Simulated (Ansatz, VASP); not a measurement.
# Zn: VASP beside Ansatz

INCAR

```
SYSTEM = Zn
PREC = Accurate
ENCUT = 600
EDIFF = 1E-6
ISMEAR = -1
SIGMA = 0.05
LREAL = .FALSE.
LASPH = .TRUE.
NELM = 80
ALGO = Normal
ISIF = 3
LWAVE = .FALSE.
LCHARG = .FALSE.
GGA = CA
IBRION = 2
NSW = 60
EDIFFG = -0.01
```

KPOINTS

```
Automatic mesh
0
G
  12 12 12
  0 0 0
```

The input POSCAR:

```
Zn
1.0
    0.0000000000      1.9647760000      1.9647760000
    1.9647760000      0.0000000000      1.9647760000
    1.9647760000      1.9647760000      0.0000000000
Zn
1
Direct
    0.0000000000      0.0000000000      0.0000000000
```

File input.yaml:

```yaml
crystal:
  lattice:
    - [0.0, 1.964776, 1.964776]
    - [1.964776, 0.0, 1.964776]
    - [1.964776, 1.964776, 0.0]
  atoms:
    - { symbol: Zn, position: [0.0, 0.0, 0.0] }
hamiltonian:
  xc: lda
  pseudopotentials: { kind: paw }
kpoints:
  mp_grid: { grid: [12, 12, 12] }
scf:
  occupations: { method: fermi_dirac, width: 0.05 }
output:
  forces: true
  stress: true
  eigenvalues: true
  write_density: true
  write_potential: true
  elf: true
  volumetric_format: npy
relax:
  f_tol: 0.01
  max_steps: 40
  cell: { stress_tol: 0.05 }
```

Alike in both runs: task relaxation of cell and atoms; functional LDA; k mesh 12 × 12 × 12; occupations fermi-dirac, width 0.05 eV; no spin polarisation.

```csv
,VASP,Ansatz
version,VASP 6.6.1,Ansatz 0.2.0
potentials or method,"VASP PAW LDA potentials, release 64 (Zn)",Ansatz PAW
plane-wave cutoff (eV),600,420
valence electrons in the cell,12,12
```

```tsv
	VASP	Ansatz	Ansatz less VASP
gap on the k mesh at the Fermi level, each at its own relaxed structure (eV)	none	none	-
relaxed volume (Å³/atom)	13.55	13.48	-0.069
relaxed cell length with the largest relative difference (Å)	2.676	2.671	-0.0046
```

LDA's correlation is that of Perdew and Zunger in VASP and of Perdew and Wang (1992) in Ansatz. A gap of «none» marks a metal or a gap that the smearing closes.

Noted on Ansatz's run: the plane-wave basis is chosen anew once the cell has moved, so the energies of steps on either side of that aren't comparable.
